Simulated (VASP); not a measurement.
# MnV: single point with LDA

Crystal: MnV.

```xyz
2
Lattice="2.9936 0.0000 0.0000 0.0000 2.9936 0.0000 0.0000 0.0000 2.9936" Properties=species:S:1:pos:R:3 pbc="T T T"
Mn    0.0000    0.0000    0.0000
V     1.4968    1.4968    1.4968
```

This cell differs from its parent crystal: volume scaled by 1.1.

```json
{
 "Program": "VASP 6.6.1",
 "Task": "single point",
 "Functional": "LDA",
 "Potentials or basis": "VASP PAW LDA potentials, release 64 (Mn_pv, V_sv)",
 "Cutoff": "520 eV",
 "k mesh": "11 × 11 × 11",
 "Occupations": "fermi-dirac, width 0.05 eV",
 "Spin": "no spin polarisation"
}
```

The pressure is -35.6 GPa and the band gap on the k mesh is zero (band 13 reaches 9.29 eV, above the bottom of band 14 at 8.51 eV).

Levels at points of the mesh, in eV from the Fermi level:
```tsv
k point	band 10	band 11	band 12	band 13	band 14	band 15	band 16	band 17
(0.00, 0.00, 0.00)	-3.46	-0.71	-0.71	-0.71	1.01	1.01	2.29	2.29
```

Wall time 26 s on 1 thread of AMD EPYC 7R13 Processor (Zen 3) (shared host), peak memory 0.11 GiB.

 Spin polarisation is off, so any magnetic state and its effect on volume and gap are missing.
